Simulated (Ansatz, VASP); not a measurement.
## Ir: VASP beside Ansatz

```
Ir
1.0
     0.00000    2.13350    1.56663
     2.13350    0.00000    1.56663
     2.13350    2.13350    0.00000
Ir
1
Direct
  0.00000 0.00000 0.00000
```

Alike in both runs: task single point; functional PBE; k mesh 22 × 22 × 22; occupations gaussian, width 0.15 eV; no spin polarisation.

|  | VASP | Ansatz |
| --- | --- | --- |
| version | VASP 6.6.1 | Ansatz 0.2.0 |
| potentials or method | VASP PAW PBE potentials, release 64 (Ir), cutoff 520 eV | scalar-relativistic, plane waves, PAW |
| valence electrons in the cell | 9 | 17 |

Ansatz gave:

```
gap on the k mesh at the Fermi level (eV)                     : none
pressure (GPa)                                                : 18.1
traceless stress, the component that is largest in VASP (GPa) : 16.46
```

Question: What did VASP give for the same quantities?

Answer: gap on the k mesh at the Fermi level (eV): none; pressure (GPa): 18.9; traceless stress, the component that is largest in VASP (GPa): 16.14.

A gap of «none» marks a metal or a gap that the smearing closes. VASP's potentials hold 9 valence electrons a cell and Ansatz's 17, so a difference there can come from the potentials and not from the codes.

Spin-orbit coupling is off throughout.
